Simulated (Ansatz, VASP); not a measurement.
# Two plane-wave programs on GaSb3

INCAR

```
  PREC = Accurate
  ENCUT = 520
  EDIFF = 1E-6
  ISMEAR = 0
  SIGMA = 0.15
  LREAL = F
  LASPH = T
  NELM = 80
  ALGO = Normal
  ISIF = 2
  LWAVE = F
  LCHARG = F
  GGA = PE
  IVDW = 12
  NBANDS = 22
```

Contents of KPOINTS:

```
regular mesh
0
Gamma
  10 10 10
```

POSCAR

```
GaSb3
1.0
    0.0000000000      3.6966479281      3.6481278280
    3.6966479281      0.0000000000      3.6481278280
    3.6966479281      3.6966479281      0.0000000000
Ga Sb
1 3
Direct
    0.0000000000      0.0000000000      0.0000000000
    0.2623350941      0.2376649059      0.2376649059
    0.7376649059      0.7623350941      0.7623350941
    0.5000000000      0.5000000000      0.5000000000
```

Input for Ansatz:

```yaml
crystal:
  lattice:
    - [0.0, 3.6966479281, 3.648127828]
    - [3.6966479281, 0.0, 3.648127828]
    - [3.6966479281, 3.6966479281, 0.0]
  atoms:
    - { symbol: Ga, position: [0.0, 0.0, 0.0] }
    - { symbol: Sb, position: [0.2623350941, 0.2376649059, 0.2376649059] }
    - { symbol: Sb, position: [0.7376649059, 0.7623350941, 0.7623350941] }
    - { symbol: Sb, position: [0.5, 0.5, 0.5] }
basis:
  ecutwfc: 420
kpoints:
  mp_grid: { grid: [10, 10, 10] }
hamiltonian:
  xc: pbe
  pseudopotentials: { kind: paw, azcp: { folder: soft_1 } }
  dispersion: d3bj
scf:
  occupations: { method: gaussian, width: 0.15 }
output:
  forces: true
  stress: true
  eigenvalues: true
```

Change from the starting cell: mode 4 frozen in at -0.090 Å, equal normal strain along x and y +0.0133.

Alike in both runs: task single point; functional PBE; dispersion D3(BJ); k mesh 10 × 10 × 10; occupations gaussian, width 0.15 eV; no spin polarisation.

|  | VASP | Ansatz |
| --- | --- | --- |
| version | VASP 6.6.1 | Ansatz 0.2.0 |
| potentials or method | VASP PAW PBE potentials, release 64 (Ga_d, Sb), cutoff 520 eV | scalar-relativistic, plane waves, PAW |
| valence electrons in the cell | 28 | 58 |

|  | VASP | Ansatz | Ansatz less VASP |
| --- | --- | --- | --- |
| gap on the k mesh at the Fermi level (eV) | none | none | - |
| pressure (GPa) | -1.4 | -1.3 | +0.10 |
| traceless stress, the component that is largest in VASP (GPa) | -0.60 | -0.61 | -0.001 |
| rms of the force components (eV/Å) | 0.105 | 0.104 | -0.0005 |

Atom by atom the forces differ by 0.001 eV/Å (rms over components). A gap of «none» marks a metal or a gap that the smearing closes. VASP's potentials hold 28 valence electrons a cell and Ansatz's 58, so a difference there can come from the potentials and not from the codes.

Spin-orbit coupling is off throughout.
